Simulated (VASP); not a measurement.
Here is a VASP 6.6.1 calculation.

INCAR

```
SYSTEM = SnTe
ALGO = Normal ; EDIFF = 1E-7
ENCUT = 520 ; GGA = PE
ISIF = 2 ; ISMEAR = 0
LASPH = .True. ; LCHARG = .True.
LELF = .True. ; LREAL = .False.
LVHAR = .True. ; LWAVE = .False.
NBANDS = 17 ; NELM = 80
PREC = Accurate ; SIGMA = 0.03
```

KPOINTS

```
k-points
0
Gamma
  10 10 10
  0 0 0
```

The input POSCAR:

```
SnTe
1.0
    0.0000000000      3.0775875000      3.3143250000
    3.0775875000      0.0000000000      3.3143250000
    3.0775875000      3.0775875000      0.0000000000
Sn Te
1 1
Direct
    0.0000000000      0.0000000000      0.0000000000
    0.5000000000      0.5000000000      0.5000000000
```

Potentials or basis: VASP PAW PBE potentials, release 64 (Sn_d, Te).

Launch:

```console
$ cat potpaw_PBE.64/Sn_d/POTCAR potpaw_PBE.64/Te/POTCAR > POTCAR
$ mpirun -np 1 vasp_std > vasp.out
```

(1) Estimate the band gap on the k mesh.

(2) Predict the pressure.

Results:

(1) 0.09 eV (least direct gap 0.37 eV).

(2) 2.8 GPa.

Caveat: the cell differs from its parent crystal (strain -0.025 along x and y, +0.050 along z); spin-orbit coupling is left out, which moves the levels of the heavy elements.
